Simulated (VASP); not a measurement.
Here is a VASP 6.6.1 calculation.

File POSCAR:

```
BiS
1.0
    4.2531522690      0.0000000000      0.0000000000
   -2.1265761345      3.6833379111      0.0000000000
    0.0000000000      0.0000000000      6.9376951447
Bi S
2 2
Direct
    0.0000000000      0.0000000000      0.0000000000
    0.0000000000      0.0000000000      0.5000000000
    0.3333333333      0.6666666667      0.2500000000
    0.6666666667      0.3333333333      0.7500000000
```

Contents of INCAR.step1:

```
ALGO     = Normal         # electronic algorithm
EDIFF    = 1E-4           # SCF threshold, eV
ENCUT    = 520            # plane-wave cutoff, eV
GGA      = PE             # functional
ISMEAR   = 0              # smearing method
LASPH    = T              # aspherical terms in the spheres
LCHARG   = F              # write CHGCAR
LREAL    = F              # projectors in reciprocal space
LWAVE    = T              # write WAVECAR
NBANDS   = 29             # bands
NELM     = 80             # most SCF steps
PREC     = Accurate       # precision mode
SIGMA    = 0.05           # smearing width, eV
```

Contents of INCAR.step2:

```
ALGO     = Normal         # electronic algorithm
EDIFF    = 1E-6           # SCF threshold, eV
ENCUT    = 520            # plane-wave cutoff, eV
ISIF     = 2              # what is computed and relaxed
ISMEAR   = 0              # smearing method
ISTART   = 1            
LASPH    = T              # aspherical terms in the spheres
LCHARG   = T              # write CHGCAR
LELF     = T              # ELF
LMIXTAU  = T            
LREAL    = F              # projectors in reciprocal space
LVHAR    = T            
LWAVE    = F              # write WAVECAR
METAGGA  = R2SCAN         # meta-GGA
NBANDS   = 29             # bands
NELM     = 80             # most SCF steps
PREC     = Accurate       # precision mode
SIGMA    = 0.05           # smearing width, eV
```

The input KPOINTS:

```
k-points
0
Gamma
  10 10 6
```

Potentials or basis: VASP PAW PBE potentials, release 64 (Bi_d, S).

Launch:

```sh
$ cat potpaw_PBE.64/Bi_d/POTCAR potpaw_PBE.64/S/POTCAR > POTCAR
$ cp INCAR.step1 INCAR
$ mpirun -np 1 vasp_std > vasp.out
$ cp INCAR.step2 INCAR
$ mpirun -np 1 vasp_std > vasp.out
```

What does it give for the band gap on the k mesh?

Zero (bands 21 and 22 overlap by 2.02 eV).

Estimate the pressure.

-1.0 GPa.

Stress tensor (GPa, compression positive):
```
-0.94  0.00  0.00
 0.00 -0.94  0.00
 0.00  0.00 -1.07
```

Caveat: the PAW data sets were made with another functional, which shifts forces and pressure a little; spin-orbit coupling is left out, which moves the levels of the heavy elements.
